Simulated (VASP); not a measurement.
A run of VASP 6.6.1 is set up as follows.

Contents of INCAR:

```
SYSTEM = Sn
PREC = Accurate ; ENCUT = 520
EDIFF = 1E-7 ; ISMEAR = -1
SIGMA = 0.1 ; LREAL = .FALSE.
LASPH = .TRUE. ; NELM = 100
ALGO = Normal ; ISIF = 2
LWAVE = .FALSE. ; LCHARG = .FALSE.
GGA = RE ; NBANDS = 13
```

Contents of KPOINTS:

```
regular mesh
0
G
  13 13 13
  0 0 0
```

The input POSCAR:

```
Sn
1.0
   -1.9422668105      1.9422668105      1.9422668105
    1.9422668105     -1.9422668105      1.9422668105
    1.9422668105      1.9422668105     -1.9422668105
Sn
1
Direct
    0.0000000000      0.0000000000      0.0000000000
```

Potentials or basis: VASP PAW PBE potentials, release 64 (Sn_d).

Run with:

```bash
$ cat potpaw_PBE.64/Sn_d/POTCAR > POTCAR
$ mpirun -np 1 vasp_std > vasp.out
```

(1) Predict the band gap on the k mesh.

(2) Estimate the pressure.

Results:

(1) zero (band 7 reaches 14.63 eV, above the bottom of band 8 at 5.18 eV).

(2) -1.4 GPa.

Caveat: the PAW data sets were made with another functional, which shifts forces and pressure a little; spin-orbit coupling is left out, which moves the levels of the heavy elements.
